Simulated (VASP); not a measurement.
# Cr3N (Im-3m) in VASP: notebook

Runs on Cr3N. Level: PBE. Tasks: single point, relaxation of cell and atoms.

Everything below comes from runs of VASP 6.6.1. Logs are shortened: lines on timing, memory, paths and dates and some standing lists are left out, and cuts for length are marked.

### 1 The cell of the first run

Symmetry: Im-3m, No. 229, cubic system. Conventional cell: a = 4.410 Å, b = 4.410 Å, c = 4.410 Å, α = 90.00°, β = 90.00°, γ = 90.00°. Within 2.9 Å of Cr (site symmetry 4/mmm) lie 4 Cr at 2.20 Å and 2 N at 2.20 Å. N (site symmetry m-3m) has 6 Cr at 2.20 Å within 2.9 Å.

The cell was built from a structure type or drawn by symmetry, and may not be a known phase.

### 2 Single point, PBE, collinear spin, ferromagnetic start

INCAR

```
SYSTEM = Cr3N
  ALGO = Normal
  EDIFF = 1E-6
  ENCUT = 520
  GGA = PE
  ISIF = 2
  ISMEAR = 0
  ISPIN = 2
  LASPH = .True.
  LCHARG = .False.
  LMAXMIX = 4
  LORBIT = 11
  LREAL = .False.
  LWAVE = .False.
  MAGMOM = 3 3 3 0
  NBANDS = 32
  NELM = 150
  PREC = Accurate
  SIGMA = 0.1
```

KPOINTS

```
k-points
0
Gamma
  6 6 6
  0 0 0
```

POSCAR

```
Cr3N
1.0
   -2.2048595739      2.2048595739      2.2048595739
    2.2048595739     -2.2048595739      2.2048595739
    2.2048595739      2.2048595739     -2.2048595739
Cr N
3 1
Direct
    0.0000000000      0.5000000000      0.5000000000
    0.5000000000      0.0000000000      0.5000000000
    0.5000000000      0.5000000000      0.0000000000
    0.0000000000      0.0000000000      0.0000000000
```

Potentials or basis: VASP PAW PBE potentials, release 64 (Cr_pv, N).

Command:

```
> cat potpaw_PBE.64/Cr_pv/POTCAR potpaw_PBE.64/N/POTCAR > POTCAR
> mpirun -np 1 vasp_std > vasp.out
```

OUTCAR:

```text
SYSTEM = Cr3N
   EDIFF = 1E-6
   ENCUT = 520
   GGA = PE
   ISIF = 2
   ISMEAR = 0
   ISPIN = 2
   LASPH = .True.
   LORBIT = 11
   LREAL = .False.
   NELM = 150
   PREC = Accurate

 ion  position               nearest neighbor table
   1  0.000  0.500  0.500-   2 2.20   3 2.20   4 2.20   4 2.20   3 2.20   2 2.20   3 3.12   3 3.12
                             2 3.12   3 3.12   3 3.12   2 3.12   2 3.12   2 3.12
   2  0.500  0.000  0.500-   1 2.20   3 2.20   4 2.20   3 2.20   4 2.20   1 2.20   3 3.12   3 3.12
                             1 3.12   1 3.12   3 3.12   1 3.12   1 3.12   3 3.12
   3  0.500  0.500  0.000-   1 2.20   2 2.20   4 2.20   2 2.20   1 2.20   4 2.20   2 3.12   1 3.12
                             1 3.12   2 3.12   2 3.12   2 3.12   1 3.12   1 3.12
   4  0.000  0.000  0.000-   1 2.20   2 2.20   3 2.20   1 2.20   2 2.20   3 2.20

  LATTYP: Found a body centered cubic cell.
 ALAT       =     4.4097191478

  Lattice vectors:

 A1 = (  -2.2048595739,   2.2048595739,   2.2048595739)
 A2 = (   2.2048595739,  -2.2048595739,   2.2048595739)
 A3 = (   2.2048595739,   2.2048595739,  -2.2048595739)

Analysis of symmetry for initial positions (statically):
=====================================================================
 Subroutine PRICEL returns:
 Original cell was already a primitive cell.

 Routine SETGRP: Setting up the symmetry group for a
 body centered cubic supercell.

 Subroutine GETGRP returns: Found 48 space group operations
 (whereof 48 operations were pure point group operations)
 out of a pool of 48 trial point group operations.

The static configuration has the point symmetry O_h .

Analysis of symmetry for dynamics (positions and initial velocities):
=====================================================================
 Subroutine PRICEL returns:
 Original cell was already a primitive cell.

 Routine SETGRP: Setting up the symmetry group for a
 body centered cubic supercell.

 Subroutine GETGRP returns: Found 48 space group operations
 (whereof 48 operations were pure point group operations)
 out of a pool of 48 trial point group operations.

The dynamic configuration has the point symmetry O_h .

Analysis of structural, dynamic, and magnetic symmetry:
=====================================================================
 Subroutine PRICEL returns:
 Original cell was already a primitive cell.

 Routine SETGRP: Setting up the symmetry group for a
 body centered cubic supercell.

 Subroutine GETGRP returns: Found 48 space group operations
 (whereof 48 operations were pure point group operations)
 out of a pool of 48 trial point group operations.

The overall configuration has the point symmetry O_h .

 Subroutine INISYM returns: Found 48 space group operations
 (whereof 48 operations are pure point group operations),
 and found     1 'primitive' translations

----------------------------------------------------------------------------------------

                                     Primitive cell

  volume of cell :      42.8749

  direct lattice vectors                    reciprocal lattice vectors
    -2.204859574  2.204859574  2.204859574     0.000000000  0.226771812  0.226771812
     2.204859574 -2.204859574  2.204859574     0.226771812  0.000000000  0.226771812
     2.204859574  2.204859574 -2.204859574     0.226771812  0.226771812  0.000000000

  length of vectors
     3.818928806  3.818928806  3.818928806     0.320703772  0.320703772  0.320703772

  position of ions in fractional coordinates (direct lattice)
     0.000000000  0.500000000  0.500000000
     0.500000000  0.000000000  0.500000000
     0.500000000  0.500000000  0.000000000
     0.000000000  0.000000000  0.000000000

  ion indices of the primitive-cell ions
   primitive index   ion index
                 1           1
                 2           2
                 3           3
                 4           4

----------------------------------------------------------------------------------------

 KPOINTS: k-points

Automatic generation of k-mesh.
 Grid dimensions read from file:
 generate k-points for:    6    6    6

 Generating k-lattice:

  Cartesian coordinates                     Fractional coordinates (reciprocal lattice)
     0.000000000  0.037795302  0.037795302     0.166666667  0.000000000  0.000000000
     0.037795302  0.000000000  0.037795302     0.000000000  0.166666667  0.000000000
     0.037795302  0.037795302  0.000000000     0.000000000  0.000000000  0.166666667

  Length of vectors
     0.053450629  0.053450629  0.053450629

  Shift w.r.t. Gamma in fractional coordinates (k-lattice)
     0.000000000  0.000000000  0.000000000

 Subroutine IBZKPT returns following result:
 ===========================================

 Found     16 irreducible k-points:

 Following reciprocal coordinates:
            Coordinates               Weight
  0.000000  0.000000  0.000000      1.000000
  0.166667  0.000000  0.000000     12.000000
  0.333333  0.000000  0.000000     12.000000
  0.500000  0.000000  0.000000      6.000000
  0.166667  0.166667  0.000000     24.000000
  0.333333  0.166667 -0.000000     48.000000
[... 8 lines left out ...]
  0.500000  0.500000  0.333333     12.000000
  0.500000  0.500000  0.500000      1.000000
   k-points           NKPTS =     16   k-points in BZ     NKDIM =     16   number of bands    NBANDS=     32
   number of dos      NEDOS =    301   number of ions     NIONS =      4
   total plane-waves  NPLWV =  21952
   dimension x,y,z NGX =    28 NGY =   28 NGZ =   28
   dimension x,y,z NGXF=    56 NGYF=   56 NGZF=   56
   ions per type =               3   1
   NGX,Y,Z   is equivalent  to a cutoff of  12.19, 12.19, 12.19 a.u.
   NGXF,Y,Z  is equivalent  to a cutoff of  24.38, 24.38, 24.38 a.u.
 SYSTEM =  Cr3N
   PREC   = accura    normal or accurate (medium, high low for compatibility)
   ISTART =      0    job   : 0-new  1-cont  2-samecut
   ICHARG =      2    charge: 1-file 2-atom 10-const
   ISPIN  =      2    spin polarized calculation?
   LNONCOLLINEAR =      F non collinear calculations
   LSORBIT =      F    spin-orbit coupling
   LASPH  =      T    aspherical Exc in radial PAW
   ENCUT  =  520.0 eV  38.22 Ry    6.18 a.u.   7.10  7.10  7.10*2*pi/ulx,y,z
   NELM   =    150;   NELMIN=  2; NELMDL= -5     # of ELM steps
   EDIFF  = 0.1E-05   stopping-criterion for ELM
   LREAL  =      F    real-space projection
   EDIFFG = 0.1E-04   stopping-criterion for IOM
   NSW    =      0    number of steps for IOM
   IBRION =     -1    ionic relax: 0-MD 1-quasi-New 2-CG
   NFREE  =      0    steps in history (QN), initial steepest desc. (CG)
   ISIF   =      2    stress and relaxation
   ISYM   =      2    0-nonsym 1-usesym 2-fastsym
   POTIM  = 0.5000    time-step for ionic-motion
   TEBEG  =    0.0;   TEEND  =   0.0 temperature during run
   PSTRESS=    0.0 pullay stress
   NELECT =      41.0000    total number of electrons
   NUPDOWN=      -1.0000    fix difference up-down
   EMIN   =  10.00;   EMAX   =-10.00  energy-range for DOS
   EFERMI =   0.00;   METHOD = LEGACY
   ISMEAR =     0;   SIGMA  =   0.10  broadening in eV -4-tet -1-fermi 0-gaus
   EFERMI_NEDOS =   21; number of points for ismear=-14 and -15
   IALGO  =     38    algorithm
   IMIX   =      4    mixing-type and parameters
     AMIX     =   0.40;   BMIX     =  1.00
     AMIX_MAG =   1.60;   BMIX_MAG =  1.00
  volume/ion in A,a.u.               =      10.72        72.33
  Fermi-wavevector in a.u.,A,eV,Ry     =   1.612879  3.047900 35.393916  2.601379
  Thomas-Fermi vector in A             =   2.708038
   LORBIT       =     11    0 simple, 1 ext, 2 COOP (PROOUT), +10 PAW based schemes
   GGA     = PE    functional components
   LHFCALC =     F    Hartree Fock is set to
   AEXX    =    0.0000 exact exchange contribution
   IVDW    =     0    specifies the selected vdW correction
   LEPSILON=     F    determine dielectric tensor
   LRPA    =     F    only Hartree local field effects (RPA)
 spin polarized calculation
 Gauss-broadening in eV      SIGMA  =   0.10
  energy-cutoff  :      520.00
  volume of cell :       42.87
 maximum number of plane-waves:      1168
   NGX = 15   NGY = 15   NGZ = 15

 number of electron      41.0000006 magnetization       0.0197209

 Free energy of the ion-electron system (eV)
  ---------------------------------------------------
  ext. energy  EPLUGINS =         0.00000000
  ---------------------------------------------------
  free energy    TOTEN  =       -33.10516654 eV

  energy without entropy =      -33.06767939  energy(sigma->0) =      -33.08642297

 E-fermi :   9.9996     XC(G=0): -13.1847

 val. band max:        9.9958861852   @ k =   0.3333   0.3333   0.0000
 cond. band min:      10.0009018991   @ k =   0.3333   0.3333   0.0000
 fundamental gap:      0.0050157139
 Fermi energy:         9.9995659508

 spin component 1

 k-point     1 :       0.0000    0.0000    0.0000
  band No.  band energies     occupation
      1     -33.7402      1.00000
      2     -33.7402      1.00000
      3     -33.7402      1.00000
      4     -33.1071      1.00000
      5     -33.1071      1.00000
      6     -33.1071      1.00000
[... 549 lines left out ...]
     31      15.4080      0.00000
     32      17.5527      0.00000
 Fermi energy:         9.9995659508

 spin component 2

 k-point     1 :       0.0000    0.0000    0.0000
  band No.  band energies     occupation
      1     -33.7347      1.00000
      2     -33.7347      1.00000
      3     -33.7347      1.00000
      4     -33.1010      1.00000
      5     -33.1010      1.00000
      6     -33.1010      1.00000
[... 549 lines left out ...]
     31      15.4105      0.00000
     32      17.5594      0.00000

------------------------ aborting loop because EDIFF is reached ----------------------------------------

  FORCE on cell =-STRESS in cart. coord.  units (eV):
  Direction    XX          YY          ZZ          XY          YZ          ZX
  --------------------------------------------------------------------------------------
  -------------------------------------------------------------------------------------
  Total        0.0227550      0.0227550      0.0227550      0.0000000     -0.0000000      0.0000000
  in kB        0.8503231      0.8503231      0.8503231      0.0000000     -0.0000000      0.0000000
  external PRESSURE =       0.8503231 kB  Pullay stress =       0.0000000 kB

 VOLUME and BASIS-vectors are now :
 -----------------------------------------------------------------------------
  energy-cutoff  :      520.00
  volume of cell :       42.87
      direct lattice vectors                 reciprocal lattice vectors
    -2.204859574  2.204859574  2.204859574     0.000000000  0.226771812  0.226771812
     2.204859574 -2.204859574  2.204859574     0.226771812  0.000000000  0.226771812
     2.204859574  2.204859574 -2.204859574     0.226771812  0.226771812  0.000000000

 POSITION                                       TOTAL-FORCE (eV/Angst)
 -----------------------------------------------------------------------------------
      2.20486      0.00000      0.00000        -0.000000      0.000000     -0.000000
      0.00000      2.20486      0.00000        -0.000000     -0.000000     -0.000000
      0.00000      0.00000      2.20486         0.000000     -0.000000      0.000000
      0.00000      0.00000      0.00000        -0.000000      0.000000      0.000000
 -----------------------------------------------------------------------------------
    total drift:                                0.000000      0.000000     -0.000000

  FREE ENERGIE OF THE ION-ELECTRON SYSTEM (eV)
  ---------------------------------------------------
  free  energy   TOTEN  =       -33.1051665436 eV

  energy  without entropy=      -33.0676793898  energy(sigma->0) =      -33.08642297

 total charge

# of ion       s       p       d       tot
------------------------------------------
    1        0.407   6.313   4.457  11.177
    2        0.407   6.313   4.457  11.177
    3        0.407   6.313   4.457  11.177
    4        1.254   2.325   0.000   3.579
--------------------------------------------------
tot          2.475  21.263  13.372  37.111

 magnetization (x)

# of ion       s       p       d       tot
------------------------------------------
    1        0.000   0.000   0.006   0.006
    2        0.000   0.000   0.006   0.006
    3        0.000   0.000   0.006   0.006
    4        0.000   0.001   0.000   0.001
--------------------------------------------------
tot          0.001   0.001   0.017   0.018
```

It took 33 s on 1 thread of Intel Xeon 6975P-C (Granite Rapids), shared host; peak memory 0.19 GiB.

Results:

| Property | Result |
| --- | --- |
| Free energy | -33.1052 eV |
| Pressure | 0.1 GPa |
| Net moment | 0.02 μB per cell |
| Valence electrons inside the program's atomic spheres | Cr 11.18; N 3.58 |

With open d or f shells a metallic result of PBE can be an artefact of self-interaction; +U or a hybrid may open a gap.

[end of part 1 of 2]
